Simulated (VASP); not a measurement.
# RbBr (Fm-3m) in VASP: further runs, part 2 of 2

VASP 6.6.1.

**3. Single point, r2SCAN**

This run uses another cell than the first one, of 43.98 Å³/atom, 1.019 times its volume.

POSCAR

```
RbBr
1.0
    0.0000000000      3.5297994800      3.5297994800
    3.5297994800      0.0000000000      3.5297994800
    3.5297994800      3.5297994800      0.0000000000
Rb Br
1 1
Direct
    0.0000000000      0.0000000000      0.0000000000
    0.5000000000      0.5000000000      0.5000000000
```

INCAR.step1

```
PREC = Accurate
ENCUT = 520
ISMEAR = -1
SIGMA = 0.02
LREAL = F
LASPH = T
NELM = 100
NBANDS = 15
GGA = PE
ALGO = Normal
EDIFF = 1E-4
LWAVE = T
LCHARG = F
```

INCAR.step2

```
PREC = Accurate
ENCUT = 520
EDIFF = 1E-6
ISMEAR = -1
SIGMA = 0.02
LREAL = F
LASPH = T
NELM = 100
ALGO = Normal
ISIF = 2
LWAVE = F
LCHARG = T
METAGGA = R2SCAN
LMIXTAU = T
LELF = T
LVHAR = T
NBANDS = 15
ISTART = 1
```

KPOINTS

```
Automatic mesh
0
Gamma
  8 8 8
```

Potentials or basis: VASP PAW PBE potentials, release 64 (Rb_sv, Br).

Started as:

```sh
$ cat potpaw_PBE.64/Rb_sv/POTCAR potpaw_PBE.64/Br/POTCAR > POTCAR
$ cp INCAR.step1 INCAR
$ mpirun -np 1 vasp_std > vasp.out
$ cp INCAR.step2 INCAR
$ mpirun -np 1 vasp_std > vasp.out
```

OUTCAR:

```text
PREC = Accurate
   ENCUT = 520
   EDIFF = 1E-6
   ISMEAR = -1
   LREAL = F
   LASPH = T
   NELM = 100
   ISIF = 2
   METAGGA = R2SCAN
   ISTART = 1

 ion  position               nearest neighbor table
   1  0.000  0.000  0.000-   2 3.53   2 3.53   2 3.53   2 3.53   2 3.53   2 3.53
   2  0.500  0.500  0.500-   1 3.53   1 3.53   1 3.53   1 3.53   1 3.53   1 3.53

  LATTYP: Found a face centered cubic cell.
 ALAT       =     7.0595989600

  Lattice vectors:

 A1 = (   0.0000000000,   3.5297994800,   3.5297994800)
 A2 = (   3.5297994800,   0.0000000000,   3.5297994800)
 A3 = (   3.5297994800,   3.5297994800,   0.0000000000)

Analysis of symmetry for initial positions (statically):
=====================================================================
 Subroutine PRICEL returns:
 Original cell was already a primitive cell.

 Routine SETGRP: Setting up the symmetry group for a
 face centered cubic supercell.

 Subroutine GETGRP returns: Found 48 space group operations
 (whereof 48 operations were pure point group operations)
 out of a pool of 48 trial point group operations.

The static configuration has the point symmetry O_h .

Analysis of symmetry for dynamics (positions and initial velocities):
=====================================================================
 Subroutine PRICEL returns:
 Original cell was already a primitive cell.

 Routine SETGRP: Setting up the symmetry group for a
 face centered cubic supercell.

 Subroutine GETGRP returns: Found 48 space group operations
 (whereof 48 operations were pure point group operations)
 out of a pool of 48 trial point group operations.

The dynamic configuration has the point symmetry O_h .

 Subroutine INISYM returns: Found 48 space group operations
 (whereof 48 operations are pure point group operations),
 and found     1 'primitive' translations

----------------------------------------------------------------------------------------

                                     Primitive cell

  volume of cell :      87.9590

  direct lattice vectors                    reciprocal lattice vectors
     0.000000000  3.529799480  3.529799480    -0.141651106  0.141651106  0.141651106
     3.529799480  0.000000000  3.529799480     0.141651106 -0.141651106  0.141651106
     3.529799480  3.529799480  0.000000000     0.141651106  0.141651106 -0.141651106

  length of vectors
     4.991890297  4.991890297  4.991890297     0.245346912  0.245346912  0.245346912

  position of ions in fractional coordinates (direct lattice)
     0.000000000  0.000000000  0.000000000
     0.500000000  0.500000000  0.500000000

  ion indices of the primitive-cell ions
   primitive index   ion index
                 1           1
                 2           2

----------------------------------------------------------------------------------------

 KPOINTS: Automatic mesh

Automatic generation of k-mesh.
 Grid dimensions read from file:
 generate k-points for:    8    8    8

 Generating k-lattice:

  Cartesian coordinates                     Fractional coordinates (reciprocal lattice)
    -0.017706388  0.017706388  0.017706388     0.125000000  0.000000000  0.000000000
     0.017706388 -0.017706388  0.017706388     0.000000000  0.125000000  0.000000000
     0.017706388  0.017706388 -0.017706388     0.000000000  0.000000000  0.125000000

  Length of vectors
[... 38 lines left out ...]
   number of dos      NEDOS =    301   number of ions     NIONS =      2
   total plane-waves  NPLWV =  64000
   dimension x,y,z NGX =    40 NGY =   40 NGZ =   40
   dimension x,y,z NGXF=    80 NGYF=   80 NGZF=   80
   ions per type =               1   1
   NGX,Y,Z   is equivalent  to a cutoff of  13.32, 13.32, 13.32 a.u.
   NGXF,Y,Z  is equivalent  to a cutoff of  26.64, 26.64, 26.64 a.u.
 SYSTEM =  unknown system
   PREC   = accura    normal or accurate (medium, high low for compatibility)
   ISTART =      1    job   : 0-new  1-cont  2-samecut
   ICHARG =      0    charge: 1-file 2-atom 10-const
   ISPIN  =      1    spin polarized calculation?
   LNONCOLLINEAR =      F non collinear calculations
   LSORBIT =      F    spin-orbit coupling
   LASPH  =      T    aspherical Exc in radial PAW
   ENCUT  =  520.0 eV  38.22 Ry    6.18 a.u.   9.28  9.28  9.28*2*pi/ulx,y,z
   NELM   =    100;   NELMIN=  2; NELMDL=  0     # of ELM steps
   EDIFF  = 0.1E-05   stopping-criterion for ELM
   LREAL  =      F    real-space projection
   EDIFFG = 0.1E-04   stopping-criterion for IOM
   NSW    =      0    number of steps for IOM
   IBRION =     -1    ionic relax: 0-MD 1-quasi-New 2-CG
   NFREE  =      0    steps in history (QN), initial steepest desc. (CG)
   ISIF   =      2    stress and relaxation
   ISYM   =      2    0-nonsym 1-usesym 2-fastsym
   POTIM  = 0.5000    time-step for ionic-motion
   TEBEG  =    0.0;   TEEND  =   0.0 temperature during run
   PSTRESS=    0.0 pullay stress
   NELECT =      16.0000    total number of electrons
   NUPDOWN=      -1.0000    fix difference up-down
   EMIN   =  10.00;   EMAX   =-10.00  energy-range for DOS
   EFERMI =   0.00;   METHOD = LEGACY
   ISMEAR =    -1;   SIGMA  =   0.02  broadening in eV -4-tet -1-fermi 0-gaus
   EFERMI_NEDOS =   21; number of points for ismear=-14 and -15
   IALGO  =     38    algorithm
   IMIX   =      4    mixing-type and parameters
     AMIX     =   0.40;   BMIX     =  1.00
     AMIX_MAG =   1.60;   BMIX_MAG =  1.00
  volume/ion in A,a.u.               =      43.98       296.79
  Fermi-wavevector in a.u.,A,eV,Ry     =   0.927587  1.752886 11.706700  0.860418
  Thomas-Fermi vector in A             =   2.053673
   LORBIT       =      0    0 simple, 1 ext, 2 COOP (PROOUT), +10 PAW based schemes
   METAGGA = R2SCAN    functional components
   LHFCALC =     F    Hartree Fock is set to
   AEXX    =    0.0000 exact exchange contribution
   IVDW    =     0    specifies the selected vdW correction
   LEPSILON=     F    determine dielectric tensor
   LRPA    =     F    only Hartree local field effects (RPA)
 non-spin polarized calculation
  energy-cutoff  :      520.00
  volume of cell :       87.96
 maximum number of plane-waves:      2421
 NGX is ok and might be reduce to    40
   NGX = 19   NGY = 19   NGZ = 19

 number of electron      16.0000000 magnetization

 Free energy of the ion-electron system (eV)
  ---------------------------------------------------
  ext. energy  EPLUGINS =         0.00000000
  ---------------------------------------------------
  free energy    TOTEN  =       -31.14497269 eV

  energy without entropy =      -31.14497269  energy(sigma->0) =      -31.14497269

 E-fermi :  -2.0097     XC(G=0):  -7.2548

 val. band max:       -2.4675927161   @ k =   0.0000   0.0000   0.0000
 cond. band min:       2.2794730743   @ k =   0.0000   0.0000   0.0000
 fundamental gap:      4.7470657904
 Fermi energy:        -2.0097295484

 k-point     1 :       0.0000    0.0000    0.0000
  band No.  band energies     occupation
      1     -27.8215      2.00000
      2     -14.9981      2.00000
      3     -11.3436      2.00000
      4     -11.3436      2.00000
      5     -11.3436      2.00000
      6      -2.4676      2.00000
      7      -2.4676      2.00000
      8      -2.4676      2.00000
      9       2.2795      0.00000
     10       5.3851      0.00000
     11       5.3851      0.00000
     12       5.3851      0.00000
     13       6.3911      0.00000
     14       6.3911      0.00000
[... 401 lines left out ...]
      2     -14.9981      2.00000
      3     -11.3908      2.00000
      4     -11.3811      2.00000
      5     -11.3311      2.00000
      6      -3.1159      2.00000
      7      -2.7700      2.00000
      8      -2.7370      2.00000
      9       4.8186      0.00000
     10       5.2704      0.00000
     11       6.8602      0.00000
     12       6.9693      0.00000
     13       7.8775      0.00000
     14       8.6637      0.00000
     15       8.9270      0.00000

 [... further k-points ...]

------------------------ aborting loop because EDIFF is reached ----------------------------------------

  FORCE on cell =-STRESS in cart. coord.  units (eV):
  Direction    XX          YY          ZZ          XY          YZ          ZX
  --------------------------------------------------------------------------------------
  -------------------------------------------------------------------------------------
  Total       -0.3741272     -0.3741272     -0.3741272      0.0000000      0.0000000      0.0000000
  in kB       -6.8147472     -6.8147472     -6.8147472      0.0000000      0.0000000      0.0000000
  external PRESSURE =      -6.8147472 kB  Pullay stress =       0.0000000 kB

 VOLUME and BASIS-vectors are now :
 -----------------------------------------------------------------------------
  energy-cutoff  :      520.00
  volume of cell :       87.96
      direct lattice vectors                 reciprocal lattice vectors
     0.000000000  3.529799480  3.529799480    -0.141651106  0.141651106  0.141651106
     3.529799480  0.000000000  3.529799480     0.141651106 -0.141651106  0.141651106
     3.529799480  3.529799480  0.000000000     0.141651106  0.141651106 -0.141651106

 POSITION                                       TOTAL-FORCE (eV/Angst)
 -----------------------------------------------------------------------------------
      0.00000      0.00000      0.00000        -0.000000      0.000000      0.000000
      3.52980      3.52980      3.52980         0.000000      0.000000     -0.000000
 -----------------------------------------------------------------------------------
    total drift:                                0.000000     -0.000000      0.000000

  FREE ENERGIE OF THE ION-ELECTRON SYSTEM (eV)
  ---------------------------------------------------
  free  energy   TOTEN  =       -31.1449726911 eV

  energy  without entropy=      -31.1449726911  energy(sigma->0) =      -31.14497269
```

OUTCAR.step1:

```text
PREC = Accurate
   ENCUT = 520
   ISMEAR = -1
   LREAL = F
   LASPH = T
   NELM = 100
[... 651 lines left out ...]
 -----------------------------------------------------------------------------------
      0.00000      0.00000      0.00000         0.000000     -0.000000      0.000000
      3.52980      3.52980      3.52980        -0.000000      0.000000      0.000000
 -----------------------------------------------------------------------------------
    total drift:                                0.000000     -0.000000     -0.000000

  FREE ENERGIE OF THE ION-ELECTRON SYSTEM (eV)
  ---------------------------------------------------
  free  energy   TOTEN  =        -6.1147758229 eV

  energy  without entropy=       -6.1147758229  energy(sigma->0) =       -6.11477582
```

OSZICAR.step1:

```text
N       E                     dE             d eps       ncg     rms          rms(c)
DAV:   1     0.863230731568E+02    0.86323E+02   -0.64187E+03   870   0.901E+02
DAV:   2     0.413712267565E+00   -0.85909E+02   -0.79000E+02  1211   0.160E+02
DAV:   3    -0.614291213353E+01   -0.65566E+01   -0.65170E+01  1116   0.463E+01
DAV:   4    -0.635715597119E+01   -0.21424E+00   -0.21417E+00  1338   0.758E+00
DAV:   5    -0.635915801110E+01   -0.20020E-02   -0.20020E-02  1151   0.760E-01    0.254E+00
DAV:   6    -0.612130681374E+01    0.23785E+00   -0.28715E-01  1087   0.238E+00    0.164E+00
DAV:   7    -0.610086518242E+01    0.20442E-01   -0.12971E-01  1157   0.170E+00    0.884E-01
DAV:   8    -0.611385365872E+01   -0.12988E-01   -0.16079E-02   924   0.721E-01    0.120E-01
DAV:   9    -0.611428642086E+01   -0.43276E-03   -0.76210E-04  1234   0.140E-01    0.744E-02
DAV:  10    -0.611477467517E+01   -0.48825E-03   -0.62693E-04   905   0.138E-01    0.273E-02
DAV:  11    -0.611477582292E+01   -0.11477E-05   -0.32453E-05   862   0.318E-02
   1 F= -.61147758E+01 E0= -.61147758E+01  d E =-.253270E-11
```

It took 3.9 min on 1 thread of Intel Xeon 6975P-C, shared host; peak memory 0.27 GiB.

Results:

```
Free energy            : -31.1450 eV
Pressure               : -0.7 GPa
Band gap on the k mesh : 4.75 eV, direct
```

Levels at points of the mesh, in eV from the valence-band top:
| k point | band 6 | band 7 | band 8 | band 9 | band 10 | band 11 |
| --- | --- | --- | --- | --- | --- | --- |
| (0.00, 0.00, 0.00) | 0.00 | 0.00 | 0.00 | 4.75 | 7.85 | 7.85 |
| (0.50, 0.00, 0.00) | -0.83 | -0.28 | -0.28 | 7.06 | 7.96 | 9.95 |
| (0.50, 0.50, 0.00) | -0.45 | -0.15 | -0.15 | 6.14 | 7.61 | 9.26 |

Caveat: the PAW data sets were made with another functional, which shifts forces and pressure a little.

**4. Relaxation of cell and atoms, r2SCAN**

This run uses another cell than the first one, of 40.25 Å³/atom, 0.933 times its volume.

POSCAR

```
RbBr
1.0
    0.0000000000      3.4270000000      3.4270000000
    3.4270000000      0.0000000000      3.4270000000
    3.4270000000      3.4270000000      0.0000000000
Rb Br
1 1
Direct
    0.0000000000      0.0000000000      0.0000000000
    0.5000000000      0.5000000000      0.5000000000
```

INCAR.step1

```
SYSTEM = RbBr
ALGO = Normal
EDIFF = 1E-4
ENCUT = 600
GGA = PE
ISMEAR = -1
LASPH = .TRUE.
LCHARG = .FALSE.
LREAL = .FALSE.
LWAVE = .TRUE.
NELM = 100
PREC = Accurate
SIGMA = 0.02
```

INCAR.step2

```
SYSTEM = RbBr
ALGO = Normal
EDIFF = 1E-7
EDIFFG = -0.01
ENCUT = 600
IBRION = 2
ISIF = 3
ISMEAR = -1
ISTART = 1
LASPH = .TRUE.
LCHARG = .FALSE.
LMIXTAU = .TRUE.
LREAL = .FALSE.
LWAVE = .FALSE.
METAGGA = R2SCAN
NELM = 100
NSW = 80
PREC = Accurate
SIGMA = 0.02
```

KPOINTS

```
k-points
0
G
  8 8 8
  0 0 0
```

Started as:

```sh
$ cat potpaw_PBE.64/Rb_sv/POTCAR potpaw_PBE.64/Br/POTCAR > POTCAR
$ cp INCAR.step1 INCAR
$ mpirun -np 1 vasp_std > vasp.out
$ cp INCAR.step2 INCAR
$ mpirun -np 1 vasp_std > vasp.out
```

It took 8.9 min on 1 thread of Intel Xeon 6975P-C, shared host; peak memory 0.29 GiB.

The run converged. Its results:

```
Free energy                            : -31.1560 eV
Relaxed volume                         : 41.62 Å³/atom
Relaxed cell                           : a = 4.901 Å, b = 4.901 Å, c = 4.901 Å, α = 60.00°, β = 60.00°, γ = 60.00°
Space group after relaxing (to 0.05 Å) : Fm-3m (No. 225)
Energy gained by relaxing              : 1.9 meV/atom
Ionic steps                            : 3
Pressure after relaxing                : 0.0 GPa
Band gap on the k mesh                 : 4.88 eV, direct
```

Step by step:
```csv
step,energy change (eV),largest force (eV/Å),pressure (GPa),volume (Å³)
1,0.0000,0.0000,0.49,80.50
2,-0.0031,0.0000,0.21,81.95
3,-0.0039,0.0000,-0.02,83.23
```

Final structure:
```cif
data_structure
_symmetry_space_group_name_H-M 'P 1'
_symmetry_Int_Tables_number 1
_cell_length_a 4.9008
_cell_length_b 4.9008
_cell_length_c 4.9008
_cell_angle_alpha 60.000
_cell_angle_beta 60.000
_cell_angle_gamma 60.000
_cell_volume 83.23
loop_
_atom_site_label
_atom_site_type_symbol
_atom_site_fract_x
_atom_site_fract_y
_atom_site_fract_z
_atom_site_occupancy
Rb1 Rb 0.00000 0.00000 0.00000 1
Br1 Br 0.50000 0.50000 0.50000 1
```

Levels at points of the mesh, in eV from the valence-band top:
```tsv
k point	band 4	band 5	band 6	band 7	band 8	band 9	band 10	band 11	band 12
(0.00, 0.00, 0.00)	-8.75	-8.75	0.00	0.00	0.00	4.88	7.87	7.87	7.87
(0.50, 0.00, 0.00)	-8.76	-8.71	-0.91	-0.32	-0.32	7.21	8.16	10.12	10.12
(0.50, 0.50, 0.00)	-8.82	-8.82	-0.47	-0.16	-0.16	6.10	7.82	9.54	9.99
```

Caveat: the PAW data sets were made with another functional, which shifts forces and pressure a little. A k mesh can miss the band edges.

**5. Summary**

```tsv
task	cell	cutoff (eV)	gap on the mesh (eV)	pressure (GPa)
single point	a = 4.960 Å, angles 60.0°, 2 atoms	520	4.79	-0.5
single point	a = 4.992 Å, angles 60.0°, 2 atoms	520	4.75	-0.7
relaxation of cell and atoms	relaxed from a = 4.847 Å, angles 60.0°, 2 atoms	600	4.88	0.0
```

Alike in all rows: level r2SCAN; potentials or basis VASP PAW PBE potentials, release 64 (Rb_sv, Br); no spin polarisation; k mesh 8 × 8 × 8; smearing fermi-dirac 0.02 eV.

Caveats: the PAW data sets were made with another functional, which shifts forces and pressure a little.

Absolute energies hang on the potentials; compare differences alone.
